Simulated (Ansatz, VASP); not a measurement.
# Ag in VASP and in Ansatz

Contents of INCAR:

```
SYSTEM = Ag
PREC = Accurate ; ENCUT = 520
EDIFF = 1E-6 ; ISMEAR = -1
SIGMA = 0.08 ; LREAL = .FALSE.
LASPH = .TRUE. ; NELM = 80
ALGO = Normal ; ISIF = 2
LWAVE = .FALSE. ; LCHARG = .FALSE.
GGA = PE ; NBANDS = 30
```

File KPOINTS:

```
Automatic mesh
0
G
  14 14 4
  0 0 0
```

POSCAR

```
Ag
1.0
    2.8957876797      0.0000000000      0.0000000000
   -1.4478938399      2.5078256947      0.0000000000
    0.0000000000      0.0000000000     10.0332228354
Ag
4
Direct
    0.3333333333      0.6666666667      0.2500000000
    0.6666666667      0.3333333333      0.7500000000
    0.0000000000      0.0000000000      0.0000000000
    0.0000000000      0.0000000000      0.5000000000
```

Input for Ansatz:

```yaml
crystal:
  lattice:
    - [2.8957876797, 0.0, 0.0]
    - [-1.4478938399, 2.5078256947, 0.0]
    - [0.0, 0.0, 10.0332228354]
  atoms:
    - { symbol: Ag, position: [0.3333333333, 0.6666666667, 0.25] }
    - { symbol: Ag, position: [0.6666666667, 0.3333333333, 0.75] }
    - { symbol: Ag, position: [0.0, 0.0, 0.0] }
    - { symbol: Ag, position: [0.0, 0.0, 0.5] }
kpoints:
  mp_grid: { grid: [14, 14, 4] }
  band_path:
    path:
      - [0.0, 0.0, 0.0]
      - [0.5, 0.0, 0.0]
      - [0.3333333333, 0.3333333333, 0.0]
      - [0.0, 0.0, 0.0]
      - [0.0, 0.0, 0.5]
      - [0.5, 0.0, 0.5]
      - [0.3333333333, 0.3333333333, 0.5]
      - [0.0, 0.0, 0.5]
      - [0.5, 0.0, 0.5]
    npoints: 5
scf:
  occupations: { method: fermi_dirac, width: 0.08 }
hamiltonian:
  xc: pbe
  pseudopotentials: { kind: all_electron, lapw: { basis_error: 0.0005 } }
output:
  forces: true
  stress: true
  eigenvalues: true
```

Change from the starting cell: volume scaled by 1.01.

Alike in both runs: task single point; functional PBE; k mesh 14 × 14 × 4; occupations fermi-dirac, width 0.08 eV; no spin polarisation.

|  | VASP | Ansatz |
| --- | --- | --- |
| version | VASP 6.6.1 | Ansatz 0.2.0 |
| potentials or method | VASP PAW PBE potentials, release 64 (Ag), cutoff 520 eV | all-electron LAPW, scalar-relativistic |

VASP gave:

- pressure (GPa): -1.3
- traceless stress, the component that is largest in VASP (GPa): -3.11

Task: Which values does Ansatz return?

Result: Pressure (GPa): -1.2; traceless stress, the component that is largest in VASP (GPa): -3.12.

Ansatz ran all-electron here, and VASP with PAW potentials.
